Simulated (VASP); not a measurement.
Here is a VASP 6.6.1 calculation.

File INCAR:

```
SYSTEM = Cr
  PREC = Accurate
  ENCUT = 600
  EDIFF = 1E-6
  ISMEAR = -1
  SIGMA = 0.05
  LREAL = .False.
  LASPH = .True.
  NELM = 200
  ALGO = Normal
  ISIF = 2
  LWAVE = .False.
  LCHARG = .True.
  ISPIN = 2
  MAGMOM = 4.5
  LORBIT = 11
  NUPDOWN = 4.5
  LMAXMIX = 4
  GGA = PE
  LELF = .True.
  LVHAR = .True.
  NBANDS = 17
  GGA_COMPAT = .False.
```

File KPOINTS:

```
regular mesh
0
Gamma
  10 10 10
  0 0 0
```

File POSCAR:

```
Cr
1.0
   -1.4844496776      1.4844496776      1.4844496776
    1.4844496776     -1.4844496776      1.4844496776
    1.4844496776      1.4844496776     -1.4844496776
Cr
1
Direct
    0.0000000000      0.0000000000      0.0000000000
```

Potentials or basis: VASP PAW PBE potentials, release 64 (Cr_sv).

Launch:

```console
$ cat potpaw_PBE.64/Cr_sv/POTCAR > POTCAR
$ mpirun -np 1 vasp_std > vasp.out
```

(1) Estimate the pressure.

## Answers

(1) 70.5 GPa.

Caveat: the total moment is fixed, so each spin has its own Fermi level.
